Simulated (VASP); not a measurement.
Runs of VASP 6.6.1 on TiO2. The structure is that of space group P4_2/mnm (No. 136), or close to it. The cells are those of the table. 

| cell | gap on the mesh (eV) | pressure (GPa) | largest force (eV/Å) |
| --- | --- | --- | --- |
| a = 4.528, b = 4.528, c = 3.020 Å, 6 atoms | 2.83 | 9.6 | 0.16 |
| a = 4.390, b = 4.390, c = 3.074 Å, 6 atoms | 2.97 | 21.6 | 0.03 |
| a = 4.563, b = 4.563, c = 3.083 Å, 6 atoms | 2.73 | (d) | 0.04 |
| a = 4.546, b = 4.546, c = 3.128 Å, 6 atoms | 2.71 | -2.4 | 0.02 |
| a = 4.459, b = 4.459, c = 3.047 Å, 6 atoms | 2.89 | (a) | 0.06 |
| a = 4.459, b = 4.459, c = 3.059 Å, 6 atoms | 2.88 | 13.9 | 0.06 |
| a = 4.531, b = 4.531, c = 3.128 Å, 6 atoms | 2.73 | -0.9 | 0.06 |
| a = 4.390, b = 4.390, c = 3.097 Å, 6 atoms | (c) | 18.9 | 0.01 |
| a = 4.553, b = 4.553, c = 3.083 Å, 6 atoms | 2.74 | (b) | 0.09 |

Alike in all rows: task single point; level r2SCAN+U; potentials or basis VASP PAW PBE potentials, release 64 (Ti_sv, O); no spin polarisation; Ti d U = 4.0 eV; k mesh 6 × 6 × 8; cutoff (eV) 520; smearing gaussian 0.02 eV.

Problem. Fill in the values left out.

Solution. (a) 15.2; (b) 0.8; (c) 2.96; (d) -0.2.

Caveats: the PAW data sets were made with another functional, which shifts forces and pressure a little.

A k mesh can miss the band edges.
